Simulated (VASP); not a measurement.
Set up this calculation in VASP 6.6.1, as the native input.

```yaml
Task: single point
Functional: PBE
Potentials_or_basis: VASP PAW PBE potentials, release 64 (Cu, O)
Cutoff: 520 eV
k_mesh: 10 × 10 × 6
Occupations: fermi-dirac, width 0.05 eV
Spin: no spin polarisation
Dipole_correction: no
Further_INCAR_settings: ALGO = Normal; EDIFF = 1e-06; NBANDS = 25
```

The structure of CuO lies in POSCAR:

```
CuO
1.0
    0.0000000000     -2.1305773621     -2.1305773621
   -2.1305773621      0.0000000000     -2.1305773621
    2.1305773621      2.1305773621     -4.2611547243
Cu O
2 2
Direct
    0.5038875400      0.4769880100      0.4880064000
    0.0038875400      0.9769880100      0.9880064000
    0.7461124600      0.7730119900      0.7619936000
    0.2461124600      0.2730119900      0.2619936000
```

The input as run:

INCAR

```
PREC     = Accurate       # precision mode
ENCUT    = 520            # plane-wave cutoff, eV
EDIFF    = 1E-6           # SCF threshold, eV
ISMEAR   = -1             # smearing method
SIGMA    = 0.05           # smearing width, eV
LREAL    = F              # projectors in reciprocal space
LASPH    = T              # aspherical terms in the spheres
NELM     = 60             # most SCF steps
ALGO     = Normal         # electronic algorithm
ISIF     = 2              # what is computed and relaxed
LWAVE    = F              # write WAVECAR
LCHARG   = T              # write CHGCAR
GGA      = PE             # functional
LELF     = T              # ELF
LVHAR    = T            
NBANDS   = 25             # bands
```

KPOINTS

```
Automatic mesh
0
Gamma
  10 10 6
```

Potentials or basis: VASP PAW PBE potentials, release 64 (Cu, O).

The run is started by

```bash
$ cat potpaw_PBE.64/Cu/POTCAR potpaw_PBE.64/O/POTCAR > POTCAR
$ mpirun -np 1 vasp_std > vasp.out
```

It gave:

* Pressure: 2.3 GPa
* Largest force: 1.139 eV/Å
* Band gap on the k mesh: zero (bands 17 and 18 overlap by 1.10 eV)

Caveat: semilocal functionals often make such compounds metallic where correlation or magnetic order opens a gap, which also shifts bond lengths; forces of over 1 eV/Å act on the atoms, so gaps and moduli don't describe the material at rest.

Run time: 100 s on 1 thread of Intel(R) Xeon(R) 6975P-C (Granite Rapids) (shared host), peak memory 0.35 GiB.
